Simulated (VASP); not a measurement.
# Au (Fm-3m) in VASP: notebook

The runs below take Au through single point, with PBEsol.

All numbers are computed with VASP 6.6.1; they aren't measurements. Logs are shortened: lines on timing, memory, paths and dates and some standing lists are left out, and cuts for length are marked.

## 1. The cell of the first run

It takes space group Fm-3m (No. 225, cubic). The conventional cell has a = 4.070 Å, b = 4.070 Å, c = 4.070 Å, α = 90.00°, β = 90.00°, γ = 90.00°. Within 3.8 Å of Au (site symmetry m-3m) lie 12 Au at 2.88 Å.

## 2. Single point, PBEsol

INCAR

```
SYSTEM = Au
ALGO = Fast ; EDIFF = 1E-7
ENCUT = 520 ; GGA = PS
ISIF = 2 ; ISMEAR = 0
LASPH = .TRUE. ; LCHARG = .TRUE.
LELF = .TRUE. ; LREAL = .FALSE.
LVHAR = .TRUE. ; LWAVE = .FALSE.
NBANDS = 12 ; NELM = 80
PREC = Accurate ; SIGMA = 0.1
```

KPOINTS

```
k-points
0
G
  8 8 8
  0 0 0
```

POSCAR

```
Au
1.0
    0.0000000000      2.0350000000      2.0350000000
    2.0350000000      0.0000000000      2.0350000000
    2.0350000000      2.0350000000      0.0000000000
Au
1
Direct
    0.0000000000      0.0000000000      0.0000000000
```

Potentials or basis: VASP PAW PBE potentials, release 64 (Au).

The run is started by

```
cat potpaw_PBE.64/Au/POTCAR > POTCAR
mpirun -np 1 vasp_std > vasp.out
```

OUTCAR:

```text
SYSTEM = Au
   EDIFF = 1E-7
   ENCUT = 520
   GGA = PS
   ISIF = 2
   ISMEAR = 0
   LASPH = .TRUE.
   LREAL = .FALSE.
   NELM = 80
   PREC = Accurate

 ion  position               nearest neighbor table
   1  0.000  0.000  0.000-

  LATTYP: Found a face centered cubic cell.
 ALAT       =     4.0700000000

  Lattice vectors:

 A1 = (   0.0000000000,   2.0350000000,   2.0350000000)
 A2 = (   2.0350000000,   0.0000000000,   2.0350000000)
 A3 = (   2.0350000000,   2.0350000000,   0.0000000000)

Analysis of symmetry for initial positions (statically):
=====================================================================
 Subroutine PRICEL returns:
 Original cell was already a primitive cell.

 Routine SETGRP: Setting up the symmetry group for a
 face centered cubic supercell.

 Subroutine GETGRP returns: Found 48 space group operations
 (whereof 48 operations were pure point group operations)
 out of a pool of 48 trial point group operations.

The static configuration has the point symmetry O_h .

Analysis of symmetry for dynamics (positions and initial velocities):
=====================================================================
 Subroutine PRICEL returns:
 Original cell was already a primitive cell.

 Routine SETGRP: Setting up the symmetry group for a
 face centered cubic supercell.

 Subroutine GETGRP returns: Found 48 space group operations
 (whereof 48 operations were pure point group operations)
 out of a pool of 48 trial point group operations.

The dynamic configuration has the point symmetry O_h .

 Subroutine INISYM returns: Found 48 space group operations
 (whereof 48 operations are pure point group operations),
 and found     1 'primitive' translations

----------------------------------------------------------------------------------------

                                     Primitive cell

  volume of cell :      16.8548

  direct lattice vectors                    reciprocal lattice vectors
     0.000000000  2.035000000  2.035000000    -0.245700246  0.245700246  0.245700246
     2.035000000  0.000000000  2.035000000     0.245700246 -0.245700246  0.245700246
     2.035000000  2.035000000  0.000000000     0.245700246  0.245700246 -0.245700246

  length of vectors
     2.877924599  2.877924599  2.877924599     0.425565309  0.425565309  0.425565309

  position of ions in fractional coordinates (direct lattice)
     0.000000000  0.000000000  0.000000000

[... 83 lines left out ...]
   POTIM  = 0.5000    time-step for ionic-motion
   TEBEG  =    0.0;   TEEND  =   0.0 temperature during run
   PSTRESS=    0.0 pullay stress
   NELECT =      11.0000    total number of electrons
   NUPDOWN=      -1.0000    fix difference up-down
   EMIN   =  10.00;   EMAX   =-10.00  energy-range for DOS
   EFERMI =   0.00;   METHOD = LEGACY
   ISMEAR =     0;   SIGMA  =   0.10  broadening in eV -4-tet -1-fermi 0-gaus
   EFERMI_NEDOS =   21; number of points for ismear=-14 and -15
   IALGO  =     68    algorithm
   IMIX   =      4    mixing-type and parameters
     AMIX     =   0.40;   BMIX     =  1.00
     AMIX_MAG =   1.60;   BMIX_MAG =  1.00
  volume/ion in A,a.u.               =      16.85       113.74
  Fermi-wavevector in a.u.,A,eV,Ry     =   1.420032  2.683470 27.436005  2.016489
  Thomas-Fermi vector in A             =   2.540990
   LORBIT       =      0    0 simple, 1 ext, 2 COOP (PROOUT), +10 PAW based schemes
   GGA     = PS    functional components
   LHFCALC =     F    Hartree Fock is set to
   AEXX    =    0.0000 exact exchange contribution
   IVDW    =     0    specifies the selected vdW correction
   LEPSILON=     F    determine dielectric tensor
   LRPA    =     F    only Hartree local field effects (RPA)
 non-spin polarized calculation
 RMM-DIIS sequential band-by-band and
 Gauss-broadening in eV      SIGMA  =   0.10
  energy-cutoff  :      520.00
  volume of cell :       16.85
 maximum number of plane-waves:       469
 NGX is ok and might be reduce to    24
   NGX = 11   NGY = 11   NGZ = 11

 number of electron      10.9999999 magnetization

 Free energy of the ion-electron system (eV)
  ---------------------------------------------------
  ext. energy  EPLUGINS =         0.00000000
  ---------------------------------------------------
  free energy    TOTEN  =        -3.88386208 eV

  energy without entropy =       -3.88069608  energy(sigma->0) =       -3.88227908

 E-fermi :   9.4157     XC(G=0): -12.9484

 val. band max:        9.3417887912   @ k =   0.5000   0.2500   0.1250
 cond. band min:       9.5992422573   @ k =   0.5000   0.3750   0.1250
 fundamental gap:      0.2574534661
 Fermi energy:         9.4157109631

 k-point     1 :       0.0000    0.0000    0.0000
  band No.  band energies     occupation
      1      -0.5744      2.00000
      2       4.7329      2.00000
      3       4.7329      2.00000
      4       4.7329      2.00000
      5       6.2944      2.00000
      6       6.2944      2.00000
      7      23.9474      0.00000
      8      28.0072      0.00000
      9      28.0072      0.00000
     10      28.0072      0.00000
     11      32.9074      0.00000
     12      37.6994      0.00000
[... 331 lines left out ...]
 k-point    24 :      -0.3750    0.2500    0.1250
  band No.  band energies     occupation
      1       3.0714      2.00000
      2       4.0401      2.00000
      3       5.1549      2.00000
      4       5.5857      2.00000
      5       7.3766      2.00000
      6      12.0885      0.00000
      7      12.5572      0.00000
      8      21.6973      0.00000
      9      22.6221      0.00000
     10      27.1634      0.00000
     11      33.4283      0.00000
     12      36.4325      0.00000

 [... further k-points ...]

------------------------ aborting loop because EDIFF is reached ----------------------------------------

  FORCE on cell =-STRESS in cart. coord.  units (eV):
  Direction    XX          YY          ZZ          XY          YZ          ZX
  --------------------------------------------------------------------------------------
  -------------------------------------------------------------------------------------
  Total        0.2567219      0.2567219      0.2567219      0.0000000     -0.0000000     -0.0000000
  in kB       24.4033986     24.4033986     24.4033986      0.0000000     -0.0000000     -0.0000000
  external PRESSURE =      24.4033986 kB  Pullay stress =       0.0000000 kB

 VOLUME and BASIS-vectors are now :
 -----------------------------------------------------------------------------
  energy-cutoff  :      520.00
  volume of cell :       16.85
      direct lattice vectors                 reciprocal lattice vectors
     0.000000000  2.035000000  2.035000000    -0.245700246  0.245700246  0.245700246
     2.035000000  0.000000000  2.035000000     0.245700246 -0.245700246  0.245700246
     2.035000000  2.035000000  0.000000000     0.245700246  0.245700246 -0.245700246

 POSITION                                       TOTAL-FORCE (eV/Angst)
 -----------------------------------------------------------------------------------
      0.00000      0.00000      0.00000         0.000000      0.000000      0.000000
 -----------------------------------------------------------------------------------
    total drift:                                0.000000     -0.000000     -0.000000

  FREE ENERGIE OF THE ION-ELECTRON SYSTEM (eV)
  ---------------------------------------------------
  free  energy   TOTEN  =        -3.8838620797 eV

  energy  without entropy=       -3.8806960769  energy(sigma->0) =       -3.88227908
```

It took 5 s on 1 thread of Intel Xeon 6975P-C, shared host; peak memory 0.14 GiB.

What came out:

- Free energy: -3.8839 eV
- Pressure: 2.4 GPa

Caveat: the PAW data sets were made with another functional, which shifts forces and pressure a little; spin-orbit coupling is left out, which moves the levels of the heavy elements.

## 3. Single point, PBEsol (volume scaled by 0.91)

INCAR

```
PREC = Accurate
ENCUT = 520
EDIFF = 1E-7
ISMEAR = 0
SIGMA = 0.1
LREAL = False
LASPH = True
NELM = 60
ALGO = Normal
ISIF = 2
LWAVE = False
LCHARG = False
GGA = PS
NBANDS = 12
```

KPOINTS

```
regular mesh
0
Gamma
  18 18 18
```

POSCAR

```
Au
1.0
    0.0000000000      1.9786701777      1.9786701777
    1.9786701777      0.0000000000      1.9786701777
    1.9786701777      1.9786701777      0.0000000000
Au
1
Direct
    0.0000000000      0.0000000000      0.0000000000
```

Potentials or basis: VASP PAW PBE potentials, release 64 (Au).

The run is started by

```
cat potpaw_PBE.64/Au/POTCAR > POTCAR
mpirun -np 1 vasp_std > vasp.out
```

OUTCAR:

```text
PREC = Accurate
   ENCUT = 520
   EDIFF = 1E-7
   ISMEAR = 0
   LREAL = False
   LASPH = True
   NELM = 60
   ISIF = 2
   GGA = PS

 ion  position               nearest neighbor table
   1  0.000  0.000  0.000-

  LATTYP: Found a face centered cubic cell.
 ALAT       =     3.9573403554

  Lattice vectors:

 A1 = (   0.0000000000,   1.9786701777,   1.9786701777)
 A2 = (   1.9786701777,   0.0000000000,   1.9786701777)
 A3 = (   1.9786701777,   1.9786701777,   0.0000000000)

Analysis of symmetry for initial positions (statically):
=====================================================================
 Subroutine PRICEL returns:
 Original cell was already a primitive cell.

 Routine SETGRP: Setting up the symmetry group for a
 face centered cubic supercell.

 Subroutine GETGRP returns: Found 48 space group operations
 (whereof 48 operations were pure point group operations)
 out of a pool of 48 trial point group operations.

The static configuration has the point symmetry O_h .

Analysis of symmetry for dynamics (positions and initial velocities):
=====================================================================
 Subroutine PRICEL returns:
 Original cell was already a primitive cell.

 Routine SETGRP: Setting up the symmetry group for a
 face centered cubic supercell.

 Subroutine GETGRP returns: Found 48 space group operations
 (whereof 48 operations were pure point group operations)
 out of a pool of 48 trial point group operations.

The dynamic configuration has the point symmetry O_h .

 Subroutine INISYM returns: Found 48 space group operations
 (whereof 48 operations are pure point group operations),
 and found     1 'primitive' translations

----------------------------------------------------------------------------------------

                                     Primitive cell

  volume of cell :      15.4935

[... 112 lines left out ...]
   LHFCALC =     F    Hartree Fock is set to
   AEXX    =    0.0000 exact exchange contribution
   IVDW    =     0    specifies the selected vdW correction
   LEPSILON=     F    determine dielectric tensor
   LRPA    =     F    only Hartree local field effects (RPA)
 non-spin polarized calculation
 Gauss-broadening in eV      SIGMA  =   0.10
  energy-cutoff  :      520.00
  volume of cell :       15.49
 maximum number of plane-waves:       444
 NGX is ok and might be reduce to    24
   NGX = 11   NGY = 11   NGZ = 11

 number of electron      11.0000001 magnetization

 Free energy of the ion-electron system (eV)
  ---------------------------------------------------
  ext. energy  EPLUGINS =         0.00000000
  ---------------------------------------------------
  free energy    TOTEN  =        -3.83400568 eV

  energy without entropy =       -3.83236061  energy(sigma->0) =       -3.83318315

 E-fermi :  10.9820     XC(G=0): -13.4545

 val. band max:       10.9618183845   @ k =   0.5000   0.3333   0.1667
 cond. band min:      11.0270897592   @ k =   0.5000   0.2778   0.1111
 fundamental gap:      0.0652713747
 Fermi energy:        10.9820204059

 k-point     1 :       0.0000    0.0000    0.0000
  band No.  band energies     occupation
      1      -0.0236      2.00000
      2       5.7275      2.00000
      3       5.7275      2.00000
      4       5.7275      2.00000
      5       7.5350      2.00000
      6       7.5350      2.00000
      7      25.2786      0.00000
      8      29.8263      0.00000
      9      29.8263      0.00000
     10      29.8263      0.00000
     11      35.0132      0.00000
     12      40.8481      0.00000
[... 331 lines left out ...]
 k-point    24 :      -0.2222    0.0556    0.0000
  band No.  band energies     occupation
      1       1.9216      2.00000
      2       5.3797      2.00000
      3       6.0775      2.00000
      4       6.1266      2.00000
      5       7.4035      2.00000
      6       7.9782      2.00000
      7      23.1296      0.00000
      8      26.7060      0.00000
      9      30.4541      0.00000
     10      32.3884      0.00000
     11      33.4065      0.00000
     12      34.8686      0.00000

 [... further k-points ...]

------------------------ aborting loop because EDIFF is reached ----------------------------------------

  FORCE on cell =-STRESS in cart. coord.  units (eV):
  Direction    XX          YY          ZZ          XY          YZ          ZX
  --------------------------------------------------------------------------------------
  -------------------------------------------------------------------------------------
  Total        2.0518694      2.0518694      2.0518694      0.0000000      0.0000000      0.0000000
  in kB      212.1827525    212.1827525    212.1827525      0.0000000      0.0000000      0.0000000
  external PRESSURE =     212.1827525 kB  Pullay stress =       0.0000000 kB

 VOLUME and BASIS-vectors are now :
 -----------------------------------------------------------------------------
  energy-cutoff  :      520.00
  volume of cell :       15.49
      direct lattice vectors                 reciprocal lattice vectors
     0.000000000  1.978670178  1.978670178    -0.252694969  0.252694969  0.252694969
     1.978670178  0.000000000  1.978670178     0.252694969 -0.252694969  0.252694969
     1.978670178  1.978670178  0.000000000     0.252694969  0.252694969 -0.252694969

 POSITION                                       TOTAL-FORCE (eV/Angst)
 -----------------------------------------------------------------------------------
      0.00000      0.00000      0.00000         0.000000      0.000000     -0.000000
 -----------------------------------------------------------------------------------
    total drift:                                0.000000      0.000000     -0.000000

  FREE ENERGIE OF THE ION-ELECTRON SYSTEM (eV)
  ---------------------------------------------------
  free  energy   TOTEN  =        -3.8340056835 eV

  energy  without entropy=       -3.8323606083  energy(sigma->0) =       -3.83318315
```

stdout:

```text
POSCAR found type information on POSCAR Au
 POSCAR found :  1 types and       1 ions
 scaLAPACK will be used
 -----------------------------------------------------------------------------
|                                                                             |
|                                                                             |
|     You enforced a specific xc type in the INCAR file but a different       |
|     I HOPE YOU KNOW WHAT YOU ARE DOING!                                     |
|                                                                             |
 -----------------------------------------------------------------------------

 LDA part: xc-table for (Slater+PW92), standard interpolation
 POSCAR, INCAR and KPOINTS ok, starting setup
 FFT: planning ... GRIDC
 FFT: planning ... GRID_SOFT
 FFT: planning ... GRID
 WAVECAR not read
 entering main loop
```

It took 14 s on 1 thread of Intel Xeon 6975P-C, shared host; peak memory 0.17 GiB.

What came out:

| Item | Value |
| --- | --- |
| Free energy | -3.8340 eV |
| Pressure | 21.2 GPa |

Caveat: the PAW data sets were made with another functional, which shifts forces and pressure a little; spin-orbit coupling is left out, which moves the levels of the heavy elements.

## 4. Single point, PBEsol (volume scaled by 0.94)

INCAR

```
SYSTEM = Au
PREC = Accurate
ENCUT = 520
EDIFF = 1E-7
ISMEAR = 0
SIGMA = 0.1
LREAL = .False.
LASPH = .True.
NELM = 100
ALGO = Normal
ISIF = 2
LWAVE = .False.
LCHARG = .False.
GGA = PS
NBANDS = 12
```

KPOINTS

```
Automatic mesh
0
Gamma
  18 18 18
  0 0 0
```

POSCAR

```
Au
1.0
    0.0000000000      2.0001791474      2.0001791474
    2.0001791474      0.0000000000      2.0001791474
    2.0001791474      2.0001791474      0.0000000000
Au
1
Direct
    0.0000000000      0.0000000000      0.0000000000
```

The run is started by

```
cat potpaw_PBE.64/Au/POTCAR > POTCAR
mpirun -np 1 vasp_std > vasp.out
```

Run time: 14 s. Hardware: 1 thread of Intel Xeon 6975P-C, shared host; peak memory 0.17 GiB.

The run converged. Its results:

| Quantity | Value |
| --- | --- |
| Free energy | -3.8879 eV |
| Pressure | 12.6 GPa |

Levels at points of the mesh, in eV from the Fermi level:
| k point | band 3 | band 4 | band 5 | band 6 | band 7 | band 8 | band 9 | band 10 |
| --- | --- | --- | --- | --- | --- | --- | --- | --- |
| (0.00, 0.00, 0.00) | -5.04 | -5.04 | -3.33 | -3.33 | 14.39 | 18.75 | 18.75 | 18.75 |
| (0.50, 0.00, 0.00) | -5.08 | -1.98 | -1.98 | -1.33 | 3.41 | 13.85 | 17.55 | 17.55 |
| (0.50, 0.50, 0.00) | -2.03 | -1.62 | -1.62 | 0.77 | 6.27 | 10.13 | 10.13 | 17.86 |

Caveat: the PAW data sets were made with another functional, which shifts forces and pressure a little; spin-orbit coupling is left out, which moves the levels of the heavy elements.

## 5. Single point, PBEsol (volume scaled by 0.97)

INCAR

```
ALGO = Fast ; EDIFF = 1E-6
ENCUT = 520 ; GGA = PS
ISIF = 2 ; ISMEAR = 0
LASPH = T ; LCHARG = T
LELF = T ; LREAL = F
LVHAR = T ; LWAVE = F
NBANDS = 12 ; NELM = 60
PREC = Accurate ; SIGMA = 0.1
```

KPOINTS

```
k-points
0
Gamma
  18 18 18
```

POSCAR

```
Au
1.0
    0.0000000000      2.0212352121      2.0212352121
    2.0212352121      0.0000000000      2.0212352121
    2.0212352121      2.0212352121      0.0000000000
Au
1
Direct
    0.0000000000      0.0000000000      0.0000000000
```

The run is started by

```
cat potpaw_PBE.64/Au/POTCAR > POTCAR
mpirun -np 1 vasp_std > vasp.out
```

Run time: 23 s. Hardware: 1 thread of Intel Xeon 6975P-C, shared host; peak memory 0.17 GiB.

Results (log left out):

```
Free energy : -3.9167 eV
Pressure    : 5.5 GPa
```

Levels at points of the mesh, in eV from the Fermi level:
```tsv
k point	band 2	band 3	band 4	band 5	band 6	band 7	band 8	band 9	band 10	band 11
(0.00, 0.00, 0.00)	-4.84	-4.84	-4.84	-3.22	-3.22	14.47	18.64	18.64	18.64	23.61
(0.50, 0.00, 0.00)	-4.88	-4.88	-1.95	-1.95	-1.16	3.24	13.91	17.34	17.34	25.39
(0.50, 0.50, 0.00)	-7.02	-1.99	-1.61	-1.61	0.88	6.02	10.06	10.06	17.53	20.25
```

Caveat: the PAW data sets were made with another functional, which shifts forces and pressure a little; spin-orbit coupling is left out, which moves the levels of the heavy elements.

## 6. The runs side by side

| cell | k mesh | gap on the mesh (eV) | pressure (GPa) |
| --- | --- | --- | --- |
| a = 2.878 Å, angles 60.0°, 1 atom | 8 × 8 × 8 | none | 2.4 |
| a = 2.798 Å, angles 60.0°, 1 atom | 18 × 18 × 18 | none | 21.2 |
| a = 2.829 Å, angles 60.0°, 1 atom | 18 × 18 × 18 | none | 12.6 |
| a = 2.858 Å, angles 60.0°, 1 atom | 18 × 18 × 18 | none | 5.5 |

Alike in all rows: task single point; level PBEsol; potentials or basis VASP PAW PBE potentials, release 64 (Au); no spin polarisation; cutoff (eV) 520; smearing gaussian 0.1 eV.

Caveats: the PAW data sets were made with another functional, which shifts forces and pressure a little; spin-orbit coupling is left out, which moves the levels of the heavy elements.

Total energies depend on the potentials used, so only differences within one code and one set of settings carry meaning.
